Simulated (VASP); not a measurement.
Input of a VASP 6.6.1 run:

Contents of INCAR:

```
PREC = Accurate ; ENCUT = 520
EDIFF = 1E-6 ; ISMEAR = -1
SIGMA = 0.1 ; LREAL = False
LASPH = True ; NELM = 60
ALGO = Normal ; ISIF = 2
LWAVE = False ; LCHARG = False
GGA = CA ; NBANDS = 13
```

The input KPOINTS:

```
regular mesh
0
Gamma
  14 14 14
```

POSCAR

```
W
1.0
    2.6268530154      0.0000000000      0.0000000000
    0.0000000000      2.6268530154      0.0000000000
    0.0000000000      0.0000000000      2.6268530154
W
1
Direct
    0.0000000000      0.0000000000      0.0000000000
```

Potentials or basis: VASP PAW LDA potentials, release 64 (W_sv).

The run is started by

```sh
$ cat potpaw_LDA.64/W_sv/POTCAR > POTCAR
$ mpirun -np 1 vasp_std > vasp.out
```

(1) Estimate the pressure.

(2) Estimate the band gap on the k mesh.

Answers

(1) -7.5 GPa.

(2) zero (band 7 reaches 11.12 eV, above the bottom of band 8 at 8.62 eV).

Caveat: spin-orbit coupling is left out, which moves the levels of the heavy elements.
